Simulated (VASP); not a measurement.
# Cs4Ti (P-43m) in VASP: notebook, part 2 of 2

VASP 6.6.1. Earlier steps stand in the parts before.

**4. Single point, PBE, collinear spin**

This run uses another cell than the first one, of 96.17 Å³/atom.

Contents of INCAR:

```
PREC = Accurate
ENCUT = 520
EDIFF = 1E-7
ISMEAR = 0
SIGMA = 0.1
LREAL = False
LASPH = True
NELM = 150
ALGO = Normal
ISIF = 2
LWAVE = False
LCHARG = False
ISPIN = 2
MAGMOM = 0 0 0 0 1
LORBIT = 11
LMAXMIX = 4
GGA = PE
NBANDS = 36
```

Contents of KPOINTS:

```
regular mesh
0
Gamma
  2 2 2
```

Contents of POSCAR:

```
Cs4Ti
1.0
    7.8342433368      0.0000000000      0.0000000000
    0.0000000000      7.8342433368      0.0000000000
    0.0000000000      0.0000000000      7.8342433368
Cs Ti
4 1
Direct
    0.2738247278      0.2738247278      0.2738247278
    0.7261752722      0.7261752722      0.2738247278
    0.2738247278      0.7261752722      0.7261752722
    0.7261752722      0.2738247278      0.7261752722
    0.0000000000      0.0000000000      0.0000000000
```

Potentials or basis: VASP PAW PBE potentials, release 64 (Cs_sv, Ti_sv).

Run with:

```
cat potpaw_PBE.64/Cs_sv/POTCAR potpaw_PBE.64/Ti_sv/POTCAR > POTCAR
mpirun -np 1 vasp_std > vasp.out
```

OUTCAR:

```text
PREC = Accurate
   ENCUT = 520
   EDIFF = 1E-7
   ISMEAR = 0
   LREAL = False
   LASPH = True
   NELM = 150
   ISIF = 2
   ISPIN = 2
   LORBIT = 11
   GGA = PE

 ion  position               nearest neighbor table
   1  0.274  0.274  0.274-
   2  0.726  0.726  0.274-
   3  0.274  0.726  0.726-
   4  0.726  0.274  0.726-
   5  0.000  0.000  0.000-

  LATTYP: Found a simple cubic cell.
 ALAT       =     7.8342433368

  Lattice vectors:

 A1 = (   7.8342433368,   0.0000000000,   0.0000000000)
 A2 = (   0.0000000000,   7.8342433368,   0.0000000000)
 A3 = (   0.0000000000,   0.0000000000,   7.8342433368)

Analysis of symmetry for initial positions (statically):
=====================================================================
 Subroutine PRICEL returns:
 Original cell was already a primitive cell.

 Routine SETGRP: Setting up the symmetry group for a
 simple cubic supercell.

 Subroutine GETGRP returns: Found 24 space group operations
 (whereof 24 operations were pure point group operations)
 out of a pool of 48 trial point group operations.

The static configuration has the point symmetry T_d .

Analysis of symmetry for dynamics (positions and initial velocities):
=====================================================================
 Subroutine PRICEL returns:
 Original cell was already a primitive cell.

 Routine SETGRP: Setting up the symmetry group for a
 simple cubic supercell.

 Subroutine GETGRP returns: Found 24 space group operations
 (whereof 24 operations were pure point group operations)
 out of a pool of 48 trial point group operations.

The dynamic configuration has the point symmetry T_d .

Analysis of structural, dynamic, and magnetic symmetry:
[... 141 lines left out ...]
  free energy    TOTEN  =        -7.12147458 eV

  energy without entropy =       -7.07085692  energy(sigma->0) =       -7.09616575

 E-fermi :   0.5386     XC(G=0):  -5.6383

 val. band max:        0.4969954295   @ k =   0.5000   0.0000   0.0000
 cond. band min:       0.5407117273   @ k =   0.5000   0.5000   0.5000
 fundamental gap:      0.0437162979
 Fermi energy:         0.5385526127

 spin component 1

 k-point     1 :       0.0000    0.0000    0.0000
  band No.  band energies     occupation
      1     -57.0954      1.00000
      2     -33.4126      1.00000
      3     -33.4126      1.00000
      4     -33.4126      1.00000
      5     -23.1285      1.00000
      6     -23.1182      1.00000
[... 145 lines left out ...]
     35       2.5778      0.00000
     36       2.5778      0.00000
 Fermi energy:         0.5385526127

 spin component 2

 k-point     1 :       0.0000    0.0000    0.0000
  band No.  band energies     occupation
      1     -55.1517      1.00000
      2     -31.4700      1.00000
      3     -31.4700      1.00000
      4     -31.4700      1.00000
      5     -23.1024      1.00000
      6     -23.0921      1.00000
[... 145 lines left out ...]
     35       2.7519      0.00000
     36       2.7519      0.00000

------------------------ aborting loop because EDIFF is reached ----------------------------------------

  FORCE on cell =-STRESS in cart. coord.  units (eV):
  Direction    XX          YY          ZZ          XY          YZ          ZX
  --------------------------------------------------------------------------------------
  -------------------------------------------------------------------------------------
  Total       -0.1795124     -0.1795124     -0.1795124     -0.0000000      0.0000000     -0.0000000
  in kB       -0.5981552     -0.5981552     -0.5981552     -0.0000000      0.0000000     -0.0000000
  external PRESSURE =      -0.5981552 kB  Pullay stress =       0.0000000 kB

 VOLUME and BASIS-vectors are now :
 -----------------------------------------------------------------------------
  energy-cutoff  :      520.00
  volume of cell :      480.83
      direct lattice vectors                 reciprocal lattice vectors
     7.834243337  0.000000000  0.000000000     0.127644746  0.000000000  0.000000000
     0.000000000  7.834243337  0.000000000     0.000000000  0.127644746  0.000000000
     0.000000000  0.000000000  7.834243337     0.000000000  0.000000000  0.127644746

 POSITION                                       TOTAL-FORCE (eV/Angst)
 -----------------------------------------------------------------------------------
      2.14521      2.14521      2.14521        -0.026670     -0.026670     -0.026670
      5.68903      5.68903      2.14521         0.026670      0.026670     -0.026670
      2.14521      5.68903      5.68903        -0.026670      0.026670      0.026670
      5.68903      2.14521      5.68903         0.026670     -0.026670      0.026670
      0.00000      0.00000      0.00000         0.000000     -0.000000     -0.000000
 -----------------------------------------------------------------------------------
    total drift:                               -0.000000     -0.000000      0.000000

  FREE ENERGIE OF THE ION-ELECTRON SYSTEM (eV)
  ---------------------------------------------------
  free  energy   TOTEN  =        -7.1214745753 eV

  energy  without entropy=       -7.0708569190  energy(sigma->0) =       -7.09616575

 total charge

# of ion       s       p       d       tot
------------------------------------------
    1        1.851   4.672   0.025   6.548
    2        1.851   4.672   0.025   6.548
    3        1.851   4.672   0.025   6.548
    4        1.851   4.672   0.025   6.548
    5        2.225   5.941   2.007  10.173
--------------------------------------------------
tot          9.630  24.630   2.105  36.365

 magnetization (x)

# of ion       s       p       d       tot
------------------------------------------
    1        0.004   0.008   0.015   0.027
    2        0.004   0.008   0.015   0.027
    3        0.004   0.008   0.015   0.027
    4        0.004   0.008   0.015   0.027
    5        0.044   0.024   1.985   2.053
--------------------------------------------------
tot          0.061   0.055   2.044   2.160
```

OSZICAR:

```text
N       E                     dE             d eps       ncg     rms          rms(c)
DAV:   1     0.379511585255E+03    0.37951E+03   -0.17143E+04   640   0.101E+03
DAV:   2     0.425927594975E+02   -0.33692E+03   -0.32601E+03   776   0.220E+02
[... 15 lines left out ...]
DAV:  18    -0.712149062076E+01   -0.56150E-04   -0.15877E-04   704   0.481E-02    0.965E-02
DAV:  19    -0.712146368083E+01    0.26940E-04   -0.15002E-04   736   0.269E-02    0.137E-02
DAV:  20    -0.712147061536E+01   -0.69345E-05   -0.50137E-05   688   0.270E-02    0.266E-02
DAV:  21    -0.712147400344E+01   -0.33881E-05   -0.67473E-06   736   0.911E-03    0.717E-03
DAV:  22    -0.712147455894E+01   -0.55551E-06   -0.22756E-06   720   0.472E-03    0.203E-03
DAV:  23    -0.712147457530E+01   -0.16355E-07   -0.25180E-07   544   0.167E-03
   1 F= -.71214746E+01 E0= -.70961657E+01  d E =-.506177E-01  mag=     4.4732
```

Run time: 4.7 min. Hardware: 1 thread of Intel Xeon Platinum 8259CL at 2.50GHz (Skylake/Cascade Lake), shared host; peak memory 0.7 GiB.

What came out:

| Quantity | Value |
| --- | --- |
| Free energy | -7.1215 eV |
| Pressure | -0.1 GPa |
| Largest force | 0.046 eV/Å |
| Net moment | 4.47 μB per cell |
| Site moments | Cs +0.03; Ti +2.05 μB |
| Valence electrons inside the program's atomic spheres | Cs 6.55; Ti 10.17 |

Forces in eV/Å, atoms in the order of the input:
```
Cs  -0.027 -0.027 -0.027
Cs   0.027  0.027 -0.027
Cs  -0.027  0.027  0.027
Cs   0.027 -0.027  0.027
Ti   0.000  0.000  0.000
```

Caveat: the k points lie up to 0.40 Å⁻¹ apart; spin-orbit coupling is left out, which moves the levels of the heavy elements.

**5. Summary**

| task | spin | cell | k mesh | cutoff (eV) | gap on the mesh (eV) | pressure (GPa) |
| --- | --- | --- | --- | --- | --- | --- |
| single point | off | a = 6.247 Å, 5 atoms, atomic positions A | 4 × 4 × 4 | 520 | none | 2.8 |
| relaxation of cell and atoms | off | relaxed from a = 6.247 Å, 5 atoms, atomic positions A | 4 × 4 × 4 | 600 | none | -0.1 |
| single point | collinear | a = 7.834 Å, 5 atoms, atomic positions B | 2 × 2 × 2 | 520 | none | -0.1 |

Alike in all rows: level PBE; potentials or basis VASP PAW PBE potentials, release 64 (Cs_sv, Ti_sv); smearing gaussian 0.1 eV.

Caveats: some runs use coarse meshes; spin-orbit coupling is left out, which moves the levels of the heavy elements; the volume moved by over 15 % at a fixed basis, so the end points are rough (at least some runs); the highest band is partly filled, so the run has too few bands (at least some runs).

Absolute energies hang on the potentials; compare differences alone.

The gap in the log of VASP goes by the Fermi energy; the results here count the filled bands.